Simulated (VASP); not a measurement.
MnS: single point with PBEsol

The system is MnS.

```
CELL_PARAMETERS angstrom
3.95358 0.00000 0.00000
-1.97679 3.42390 0.00000
0.00000 0.00000 6.34253
ATOMIC_POSITIONS crystal
Mn 0.66667 0.33333 0.49884
Mn 0.33333 0.66667 0.99884
S 0.33333 0.66667 0.62615
S 0.66667 0.33333 0.12615
```

| Property | Result |
| --- | --- |
| Program | VASP 6.6.1 |
| Task | single point |
| Functional | PBEsol |
| Potentials or basis | VASP PAW PBE potentials, release 64 (Mn_pv, S) |
| Cutoff | 520 eV |
| k mesh | 7 × 7 × 4 |
| Occupations | fermi-dirac, width 0.05 eV |
| Spin | collinear spin, ferromagnetic start |
| Starting moments | [8.0, 8.0, 0.0, 0.0] μB |
| Fixed moment | 16 μB |

```yaml
Pressure: 30.9 GPa
Largest_force: 0.156 eV/Å
Net_moment: 16.00 μB per cell
Site_moments: Mn +4.92; S +1.04 μB
Valence_electrons_inside_the_program's_atomic_spheres: Mn 11.40; S 3.52
```

Forces on the atoms (eV/Å):
```
Mn   0.000  0.000  0.156
Mn   0.000  0.000  0.156
S    0.000  0.000 -0.156
S    0.000  0.000 -0.156
```

Stress tensor (GPa, compression positive):
```
30.58  0.00  0.00
 0.00 30.58  0.00
 0.00  0.00 31.48
```

It took 4.1 min on 1 thread of AMD EPYC 7R13, with other jobs on the host, peak memory 0.25 GiB.

Caveat: the PAW data sets were made with another functional, which shifts forces and pressure a little; the total moment is fixed, so each spin has its own Fermi level; only a ferromagnetic start was run, and an antiferromagnetic order may lie lower in energy.
